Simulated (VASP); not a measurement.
A run of VASP 6.6.1:

Contents of INCAR:

```
SYSTEM = W2AuN3
ALGO     = Normal         ! electronic algorithm
EDIFF    = 1E-6           ! SCF threshold, eV
ENCUT    = 700            ! plane-wave cutoff, eV
GGA      = PE             ! functional
GGA_COMPAT= .FALSE.      
ISIF     = 2              ! what is computed and relaxed
ISMEAR   = 0              ! smearing method
LASPH    = .TRUE.         ! aspherical terms in the spheres
LCHARG   = .FALSE.        ! write CHGCAR
LREAL    = .FALSE.        ! projectors in reciprocal space
LWAVE    = .FALSE.        ! write WAVECAR
NBANDS   = 40             ! bands
NELM     = 120            ! most SCF steps
PREC     = Accurate       ! precision mode
SIGMA    = 0.15           ! smearing width, eV
```

File KPOINTS:

```
k-points
0
G
  3 3 2
  0 0 0
```

The input POSCAR:

```
W2AuN3
1.0
    4.4539797762      0.0000000000      0.0000000000
   -2.2269898881      3.8572596341      0.0000000000
    0.0000000000      0.0000000000      6.3398877074
W Au N
2 1 3
Direct
    0.3333333333      0.6666666667      0.0404817687
    0.6666666667      0.3333333333      0.9191660969
    0.6666666667      0.3333333333      0.3319927711
    0.3333333333      0.6666666667      0.5521965839
    0.3333333333      0.6666666667      0.7320202414
    0.6666666667      0.3333333333      0.6450918180
```

Potentials or basis: VASP PAW PBE potentials, release 64 (W_sv, Au_sv_GW, N).

Run with:

```sh
$ cat potpaw_PBE.64/W_sv/POTCAR potpaw_PBE.64/Au_sv_GW/POTCAR potpaw_PBE.64/N/POTCAR > POTCAR
$ mpirun -np 1 vasp_std > vasp.out
```

Hardware: 1 thread of AMD EPYC 7R43 64-Core Processor (Zen 3), with other jobs on the host.

Q: Estimate the wall time of this run.

A: Wall time 57 s on 1 thread of AMD EPYC 7R43 64-Core Processor (Zen 3), on a shared host, peak memory 0.27 GiB. Counts: scf iterations 18, k points 6.
